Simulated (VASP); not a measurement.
Wanted: the native input for a VASP 6.6.1 run.

| Property | Result |
| --- | --- |
| Task | single point |
| Functional | LDA |
| Potentials or basis | VASP PAW LDA potentials, release 64 (Tl_d) |
| Cutoff | 520 eV |
| k mesh | 9 × 9 × 5 |
| Occupations | methfessel-paxton, width 0.05 eV |
| Spin | no spin polarisation |
| Dipole correction | no |
| Further INCAR settings | ALGO = Fast; EDIFF = 1e-06; NBANDS = 20 |

The structure of Tl lies in POSCAR:

```
Tl
1.0
    3.4560000000      0.0000000000      0.0000000000
   -1.7280000000      2.9929837955      0.0000000000
    0.0000000000      0.0000000000      5.5250000000
Tl
2
Direct
    0.6666666667      0.3333333333      0.7500000000
    0.3333333333      0.6666666667      0.2500000000
```

The input as run:

INCAR

```
SYSTEM = Tl
PREC = Accurate ; ENCUT = 520
EDIFF = 1E-6 ; ISMEAR = 1
SIGMA = 0.05 ; LREAL = .FALSE.
LASPH = .TRUE. ; NELM = 80
ALGO = Fast ; ISIF = 2
LWAVE = .FALSE. ; LCHARG = .FALSE.
GGA = CA ; NBANDS = 20
```

KPOINTS

```
regular mesh
0
G
  9 9 5
  0 0 0
```

Potentials or basis: VASP PAW LDA potentials, release 64 (Tl_d).

Launch:

```bash
$ cat potpaw_LDA.64/Tl_d/POTCAR > POTCAR
$ mpirun -np 1 vasp_std > vasp.out
```

Results of the run:

| Quantity | Value |
| --- | --- |
| Pressure | -1.5 GPa |
| Band gap on the k mesh | zero (band 13 reaches 8.38 eV, above the bottom of band 14 at 4.71 eV) |

Caveat: spin-orbit coupling is left out, which moves the levels of the heavy elements.

Wall time 12 s on 1 thread of Intel(R) Xeon(R) 6975P-C (Granite Rapids) (shared host), peak memory 0.17 GiB.
